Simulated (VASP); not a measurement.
# TaN (P-6m2) in VASP: notebook

Runs on TaN. Level: PBEsol. Tasks: single point.

Program: VASP 6.6.1. These are calculated values, not measurements. Logs are shortened: lines on timing, memory, paths and dates and some standing lists are left out, and cuts for length are marked.

**1. The cell of the first run**

It takes space group P-6m2 (No. 187, hexagonal). The conventional cell has a = 2.878 Å, b = 2.878 Å, c = 2.824 Å, α = 90.00°, β = 90.00°, γ = 120.00°. Ta (site symmetry -6m2) has 6 N at 2.18 Å and 8 Ta at 2.82 to 2.88 Å within 2.9 Å. N (site symmetry -6m2) has 6 Ta at 2.18 Å and 8 N at 2.82 to 2.88 Å within 2.9 Å.

**2. Single point, PBEsol**

The input, INCAR:

```
PREC = Accurate
ENCUT = 600
EDIFF = 1E-6
ISMEAR = 0
SIGMA = 0.02
LREAL = F
LASPH = T
NELM = 120
ALGO = Normal
ISIF = 2
LWAVE = F
LCHARG = T
GGA = PS
LELF = T
LVHAR = T
NBANDS = 15
GGA_COMPAT = F
```

The input, KPOINTS:

```
Automatic mesh
0
Gamma
  16 16 14
```

The input, POSCAR:

```
TaN
1.0
    2.8780239874      0.0000000000      0.0000000000
   -1.4390119937      2.4924418858      0.0000000000
    0.0000000000      0.0000000000      2.8241467514
Ta N
1 1
Direct
    0.0000000000      0.0000000000      0.5000000000
    0.6666666667      0.3333333333      0.0000000000
```

Potentials or basis: VASP PAW PBE potentials, release 64 (Ta_pv, N).

The run is started by

```sh
> cat potpaw_PBE.64/Ta_pv/POTCAR potpaw_PBE.64/N/POTCAR > POTCAR
> mpirun -np 1 vasp_std > vasp.out
```

OUTCAR:

```text
PREC = Accurate
   ENCUT = 600
   EDIFF = 1E-6
   ISMEAR = 0
   LREAL = F
   LASPH = T
   NELM = 120
   ISIF = 2
   GGA = PS

 ion  position               nearest neighbor table
   1  0.000  0.000  0.500-   2 2.18   2 2.18   2 2.18   2 2.18   2 2.18   2 2.18
   2  0.667  0.333  0.000-   1 2.18   1 2.18   1 2.18   1 2.18   1 2.18   1 2.18

  LATTYP: Found a hexagonal cell.
 ALAT       =     2.8780239874
 C/A-ratio  =     0.9812797822

  Lattice vectors:

 A1 = (   2.8780239874,   0.0000000000,   0.0000000000)
 A2 = (  -1.4390119937,   2.4924418858,   0.0000000000)
 A3 = (   0.0000000000,   0.0000000000,   2.8241467514)

Analysis of symmetry for initial positions (statically):
=====================================================================
 Subroutine PRICEL returns:
 Original cell was already a primitive cell.

 Routine SETGRP: Setting up the symmetry group for a
 hexagonal supercell.

 Subroutine GETGRP returns: Found 12 space group operations
 (whereof 12 operations were pure point group operations)
 out of a pool of 24 trial point group operations.

The static configuration has the point symmetry D_3h.

Analysis of symmetry for dynamics (positions and initial velocities):
=====================================================================
 Subroutine PRICEL returns:
 Original cell was already a primitive cell.

 Routine SETGRP: Setting up the symmetry group for a
 hexagonal supercell.

 Subroutine GETGRP returns: Found 12 space group operations
 (whereof 12 operations were pure point group operations)
 out of a pool of 24 trial point group operations.

The dynamic configuration has the point symmetry D_3h.

 Subroutine INISYM returns: Found 12 space group operations
 (whereof 12 operations are pure point group operations),
 and found     1 'primitive' translations

----------------------------------------------------------------------------------------

                                     Primitive cell

  volume of cell :      20.2585

  direct lattice vectors                    reciprocal lattice vectors
     2.878023987  0.000000000  0.000000000     0.347460620  0.200606483  0.000000000
    -1.439011994  2.492441886  0.000000000     0.000000000  0.401212965  0.000000000
     0.000000000  0.000000000  2.824146751     0.000000000  0.000000000  0.354089248

  length of vectors
     2.878023987  2.878023987  2.824146751     0.401212965  0.401212965  0.354089248

  position of ions in fractional coordinates (direct lattice)
     0.000000000  0.000000000  0.500000000
     0.666666667  0.333333333  0.000000000

  ion indices of the primitive-cell ions
   primitive index   ion index
                 1           1
                 2           2

----------------------------------------------------------------------------------------

 KPOINTS: Automatic mesh

Automatic generation of k-mesh.
 Grid dimensions read from file:
 generate k-points for:   16   16   14

 Generating k-lattice:

  Cartesian coordinates                     Fractional coordinates (reciprocal lattice)
     0.021716289  0.012537905  0.000000000     0.062500000  0.000000000  0.000000000
     0.000000000  0.025075810  0.000000000     0.000000000  0.062500000  0.000000000
     0.000000000  0.000000000  0.025292089     0.000000000  0.000000000  0.071428571

  Length of vectors
     0.025075810  0.025075810  0.025292089

  Shift w.r.t. Gamma in fractional coordinates (k-lattice)
     0.000000000  0.000000000  0.000000000

 Subroutine IBZKPT returns following result:
 ===========================================

 Found    240 irreducible k-points:

 Following reciprocal coordinates:
            Coordinates               Weight
  0.000000  0.000000  0.000000      1.000000
  0.062500  0.000000  0.000000      6.000000
  0.125000  0.000000  0.000000      6.000000
  0.187500  0.000000  0.000000      6.000000
  0.250000  0.000000  0.000000      6.000000
  0.312500  0.000000  0.000000      6.000000
[... 16 lines left out ...]
  0.187500  0.187500  0.000000      6.000000
  0.250000  0.187500  0.000000     12.000000
 [... further k-points ...]
   k-points           NKPTS =    240   k-points in BZ     NKDIM =    240   number of bands    NBANDS=     15
   number of dos      NEDOS =    301   number of ions     NIONS =      2
   total plane-waves  NPLWV =  13824
   dimension x,y,z NGX =    24 NGY =   24 NGZ =   24
   dimension x,y,z NGXF=    48 NGYF=   48 NGZF=   48
   ions per type =               1   1
   NGX,Y,Z   is equivalent  to a cutoff of  13.86, 13.86, 14.13 a.u.
   NGXF,Y,Z  is equivalent  to a cutoff of  27.73, 27.73, 28.26 a.u.
 SYSTEM =  unknown system
   PREC   = accura    normal or accurate (medium, high low for compatibility)
   ISTART =      0    job   : 0-new  1-cont  2-samecut
   ICHARG =      2    charge: 1-file 2-atom 10-const
   ISPIN  =      1    spin polarized calculation?
   LNONCOLLINEAR =      F non collinear calculations
   LSORBIT =      F    spin-orbit coupling
   LASPH  =      T    aspherical Exc in radial PAW
   ENCUT  =  600.0 eV  44.10 Ry    6.64 a.u.   5.75  5.75  5.64*2*pi/ulx,y,z
   NELM   =    120;   NELMIN=  2; NELMDL= -5     # of ELM steps
   EDIFF  = 0.1E-05   stopping-criterion for ELM
   LREAL  =      F    real-space projection
   EDIFFG = 0.1E-04   stopping-criterion for IOM
   NSW    =      0    number of steps for IOM
   IBRION =     -1    ionic relax: 0-MD 1-quasi-New 2-CG
   NFREE  =      0    steps in history (QN), initial steepest desc. (CG)
   ISIF   =      2    stress and relaxation
   ISYM   =      2    0-nonsym 1-usesym 2-fastsym
   POTIM  = 0.5000    time-step for ionic-motion
   TEBEG  =    0.0;   TEEND  =   0.0 temperature during run
   PSTRESS=    0.0 pullay stress
   NELECT =      16.0000    total number of electrons
   NUPDOWN=      -1.0000    fix difference up-down
   EMIN   =  10.00;   EMAX   =-10.00  energy-range for DOS
   EFERMI =   0.00;   METHOD = LEGACY
   ISMEAR =     0;   SIGMA  =   0.02  broadening in eV -4-tet -1-fermi 0-gaus
   EFERMI_NEDOS =   21; number of points for ismear=-14 and -15
   IALGO  =     38    algorithm
   IMIX   =      4    mixing-type and parameters
     AMIX     =   0.40;   BMIX     =  1.00
     AMIX_MAG =   1.60;   BMIX_MAG =  1.00
  volume/ion in A,a.u.               =      10.13        68.36
  Fermi-wavevector in a.u.,A,eV,Ry     =   1.513257  2.859640 31.156602  2.289946
  Thomas-Fermi vector in A             =   2.623072
   LORBIT       =      0    0 simple, 1 ext, 2 COOP (PROOUT), +10 PAW based schemes
   GGA     = PS    functional components
   LHFCALC =     F    Hartree Fock is set to
   AEXX    =    0.0000 exact exchange contribution
   IVDW    =     0    specifies the selected vdW correction
   LEPSILON=     F    determine dielectric tensor
   LRPA    =     F    only Hartree local field effects (RPA)
 non-spin polarized calculation
 Gauss-broadening in eV      SIGMA  =   0.02
  energy-cutoff  :      600.00
  volume of cell :       20.26
 maximum number of plane-waves:       688
 NGX is ok and might be reduce to    24
   NGX = 11   NGY = 11   NGZ = 11

 number of electron      15.9999999 magnetization

 Free energy of the ion-electron system (eV)
  ---------------------------------------------------
  ext. energy  EPLUGINS =         0.00000000
  ---------------------------------------------------
  free energy    TOTEN  =       -23.74271572 eV

  energy without entropy =      -23.74270182  energy(sigma->0) =      -23.74270877

 E-fermi :   8.7628     XC(G=0): -13.8461

 val. band max:        8.7294072368   @ k =   0.3125   0.3125   0.0000
 cond. band min:       8.7762088170   @ k =   0.0625   0.0000   0.5000
 fundamental gap:      0.0468015802
 Fermi energy:         8.7627735973

 k-point     1 :       0.0000    0.0000    0.0000
  band No.  band energies     occupation
      1     -25.8483      2.00000
      2     -25.5478      2.00000
      3     -25.5478      2.00000
      4      -9.4619      2.00000
      5       3.9079      2.00000
      6       3.9079      2.00000
      7       4.2253      2.00000
      8       5.7756      2.00000
      9      11.4400      0.00000
     10      12.6451      0.00000
     11      12.6451      0.00000
     12      13.0968      0.00000
     13      13.0968      0.00000
     14      22.1570      0.00000
     15      22.5149      0.00000

 k-point     2 :       0.0625    0.0000    0.0000
  band No.  band energies     occupation
      1     -25.8414      2.00000
      2     -25.6024      2.00000
      3     -25.5592      2.00000
      4      -9.3688      2.00000
      5       3.6341      2.00000
      6       3.9780      2.00000
      7       4.3686      2.00000
      8       5.6422      2.00000
      9      11.7652      0.00000
     10      12.4470      0.00000
     11      12.6559      0.00000
     12      13.0492      0.00000
     13      13.2181      0.00000
     14      22.1515      0.00000
     15      22.4996      0.00000

 k-point     3 :       0.1250    0.0000    0.0000
  band No.  band energies     occupation
      1     -25.8217      2.00000
      2     -25.7549      2.00000
      3     -25.5913      2.00000
      4      -9.1032      2.00000
      5       3.0219      2.00000
      6       4.1750      2.00000
      7       4.6863      2.00000
      8       5.2888      2.00000
      9      11.9424      0.00000
     10      12.6053      0.00000
     11      12.7047      0.00000
     12      12.9166      0.00000
     13      13.5205      0.00000
     14      22.1338      0.00000
     15      22.4657      0.00000
[... 343 lines left out ...]
 k-point    23 :       0.1875    0.1875    0.0000
  band No.  band energies     occupation
      1     -26.4310      2.00000
      2     -25.8651      2.00000
      3     -25.7135      2.00000
      4      -7.5952      2.00000
      5       1.0440      2.00000
      6       3.8482      2.00000
      7       4.4161      2.00000
      8       6.2670      2.00000
      9      10.2876      0.00000
     10      11.4617      0.00000
     11      13.9579      0.00000
     12      15.2758      0.00000
     13      16.1155      0.00000
     14      22.3284      0.00000
     15      22.9516      0.00000

 k-point    24 :       0.2500    0.1875    0.0000
  band No.  band energies     occupation
      1     -26.5618      2.00000
      2     -25.9664      2.00000
      3     -25.6856      2.00000
      4      -7.1756      2.00000
      5       0.7475      2.00000
      6       3.5754      2.00000
      7       4.1064      2.00000
      8       6.7914      2.00000
      9      10.2252      0.00000
     10      10.9894      0.00000
     11      14.0664      0.00000
     12      15.7290      0.00000
     13      17.3457      0.00000
     14      22.3271      0.00000
     15      23.2089      0.00000

 [... further k-points ...]
[... 5 lines left out ...]
  --------------------------------------------------------------------------------------
  -------------------------------------------------------------------------------------
  Total        2.4602816      2.4602816      2.8211574      0.0000000     -0.0000000      0.0000000
  in kB      194.5757435    194.5757435    223.1162425      0.0000000     -0.0000000      0.0000000
  external PRESSURE =     204.0892432 kB  Pullay stress =       0.0000000 kB

 VOLUME and BASIS-vectors are now :
 -----------------------------------------------------------------------------
  energy-cutoff  :      600.00
  volume of cell :       20.26
      direct lattice vectors                 reciprocal lattice vectors
     2.878023987  0.000000000  0.000000000     0.347460620  0.200606483  0.000000000
    -1.439011994  2.492441886  0.000000000     0.000000000  0.401212965  0.000000000
     0.000000000  0.000000000  2.824146751     0.000000000  0.000000000  0.354089248

 POSITION                                       TOTAL-FORCE (eV/Angst)
 -----------------------------------------------------------------------------------
      0.00000      0.00000      1.41207        -0.000000     -0.000000      0.000000
      1.43901      0.83081      0.00000         0.000000      0.000000      0.000000
 -----------------------------------------------------------------------------------
    total drift:                               -0.000000      0.000000      0.000000

  FREE ENERGIE OF THE ION-ELECTRON SYSTEM (eV)
  ---------------------------------------------------
  free  energy   TOTEN  =       -23.7427157228 eV

  energy  without entropy=      -23.7427018210  energy(sigma->0) =      -23.74270877
```

Run time: 90 s. Hardware: 1 thread of Intel Xeon 8259CL, shared host; peak memory 0.21 GiB.

What came out:

```
Free energy            : -23.7427 eV
Pressure               : 20.4 GPa
Band gap on the k mesh : zero (band 8 reaches 9.01 eV, above the bottom of band 9 at 8.63 eV)
```

Stress tensor (GPa, compression positive):
```
19.46  0.00  0.00
 0.00 19.46  0.00
 0.00  0.00 22.31
```

Caveat: the PAW data sets were made with another functional, which shifts forces and pressure a little; spin-orbit coupling is left out, which moves the levels of the heavy elements.

**3. Single point, PBEsol**

This run uses another cell than the first one, of 10.45 Å³/atom, 1.032 times its volume.

INCAR is that of step 2.

The input, KPOINTS:

```
regular mesh
0
Gamma
  16 16 14
```

The input, POSCAR:

```
TaN
1.0
    2.9083212032      0.0000000000      0.0000000000
   -1.4541606016      2.5186800443      0.0000000000
    0.0000000000      0.0000000000      2.8538767967
Ta N
1 1
Direct
    0.0000000000      0.0000000000      0.5000000000
    0.6666666667      0.3333333333      0.0000000000
```

Potentials or basis: VASP PAW PBE potentials, release 64 (Ta_pv, N).

The run is started by

```sh
> cat potpaw_PBE.64/Ta_pv/POTCAR potpaw_PBE.64/N/POTCAR > POTCAR
> mpirun -np 1 vasp_std > vasp.out
```

It took 97 s on 1 thread of Intel Xeon 8259CL, shared host; peak memory 0.22 GiB.

Results (log left out):

* Free energy: -23.7986 eV
* Pressure: 7.1 GPa
* Band gap on the k mesh: zero (band 8 reaches 8.66 eV, above the bottom of band 9 at 8.30 eV)

Stress tensor (GPa, compression positive):
```
6.68 0.00 0.00
0.00 6.68 0.00
0.00 0.00 7.94
```

Levels at points of the mesh, in eV from the Fermi level:
```
           k point  band 6  band 7  band 8  band 9  band 10  band 11
(0.00, 0.00, 0.00)   -4.72   -4.39   -2.96    2.43     3.72     3.72
(0.50, 0.00, 0.00)   -5.37   -3.65   -3.24    3.09     4.21     5.37
(0.00, 0.00, 0.50)   -3.87   -3.87   -0.13   -0.13     2.52     3.38
(0.50, 0.00, 0.50)   -6.33   -5.89   -0.30    4.36     5.58     6.33
```

Caveat: the PAW data sets were made with another functional, which shifts forces and pressure a little; spin-orbit coupling is left out, which moves the levels of the heavy elements.
